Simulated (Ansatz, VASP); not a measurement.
## Rh: VASP beside Ansatz

Contents of INCAR:

```
SYSTEM = Rh
PREC = Accurate
ENCUT = 500
EDIFF = 1E-6
ISMEAR = -1
SIGMA = 0.1
LREAL = .FALSE.
LASPH = .TRUE.
NELM = 200
ALGO = Normal
ISIF = 2
LWAVE = .FALSE.
LCHARG = .FALSE.
ISPIN = 2
MAGMOM = 1
LORBIT = 11
LMAXMIX = 4
GGA = RE
NBANDS = 18
GGA_COMPAT = .FALSE.
```

KPOINTS

```
regular mesh
0
G
  7 7 7
  0 0 0
```

File POSCAR:

```
Rh
1.0
    0.0000000000      1.9236023118      1.9236023118
    1.9236023118      0.0000000000      1.9236023118
    1.9236023118      1.9236023118      0.0000000000
Rh
1
Direct
    0.0000000000      0.0000000000      0.0000000000
```

Input for Ansatz:

```yaml
crystal:
  lattice:
    - [0.0, 1.9236023118, 1.9236023118]
    - [1.9236023118, 0.0, 1.9236023118]
    - [1.9236023118, 1.9236023118, 0.0]
  atoms:
    - { symbol: Rh, position: [0.0, 0.0, 0.0], spin: 1.0 }
hamiltonian:
  xc: revpbe
  pseudopotentials:
    kind: paw
    azcp:
      Rh: "pseudopotentials/Rh.paw.azcp"
basis:
  ecutwfc: 420
  fft_grid_basis: typed
kpoints:
  mp_grid: { grid: [7, 7, 7], shift: [0, 0, 0] }
magnetization:
  spin_polarized: true
scf:
  occupations: { method: fermi_dirac, width: 0.1 }
```

Alike in both runs: task single point; functional revPBE; k mesh 7 × 7 × 7; occupations fermi-dirac, width 0.1 eV; collinear spin.

|  | VASP | Ansatz |
| --- | --- | --- |
| version | VASP 6.6.1 | Ansatz 0.2.0 |
| potentials or method | VASP PAW PBE potentials, release 64 (Rh_pv), cutoff 500 eV | plane waves (420 eV) with PAW, scalar-relativistic |
| valence electrons in the cell | 15 | 17 |

|  | VASP | Ansatz | Ansatz less VASP |
| --- | --- | --- | --- |
| net moment per atom (μB) | 0.00 | 0.00 | 0.000 |

VASP's potentials were made for PBE, not for revPBE. VASP's potentials hold 15 valence electrons a cell and Ansatz's 17, so a difference there can come from the potentials and not from the codes. Ansatz's warnings: seeded moment not kept.

The k mesh is coarse, so the values compare programs but aren't converged.
